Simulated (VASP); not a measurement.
Runs of VASP 6.6.1 on LaNb2O2. The structure is that of space group Pmmm (No. 47), or close to it. The cells are those of the table. 

```csv
task,cell,k mesh,cutoff (eV),gap on the mesh (eV),pressure (GPa),relaxed volume (Å³/atom),largest force (eV/Å)
relaxation of cell and atoms,"relaxed from a = 3.110, b = 5.787, c = 6.581 Å, 5 atoms",6 × 4 × 4,600,none,0.0,(a),0.01
single point,"a = 3.876, b = 4.079, c = 4.976 Å, 5 atoms",4 × 4 × 4,520,none,144.2,-,36.32
single point,"a = 3.146, b = 5.787, c = 6.507 Å, 5 atoms",6 × 4 × 4,520,none,-0.2,-,0.04
single point,"a = 6.581, b = 3.110, c = 5.787 Å, 5 atoms",4 × 4 × 4,520,none,-0.2,-,0.04
relaxation of cell and atoms,"relaxed from a = 3.876, b = 4.079, c = 4.976 Å, 5 atoms",4 × 4 × 4,600,none,0.0,20.03,0.03
```

Alike in all rows: level PBE; potentials or basis VASP PAW PBE potentials, release 64 (La, Nb_sv, O); no spin polarisation; smearing gaussian 0.1 eV.

Task: Estimate the missing entries.

Result: (a) 23.38.

Caveats: some runs use coarse meshes; spin-orbit coupling is left out, which moves the levels of the heavy elements; an odd number of electrons without spin polarisation forces a metal; a magnetic or distorted state may lie lower; the volume moved by over 15 % at a fixed basis, so the end points are rough (some runs).

A k mesh can miss the band edges, and the runs leave out spin-orbit coupling on La, Nb.

A gap of «none» marks levels without a gap at the run's occupations.
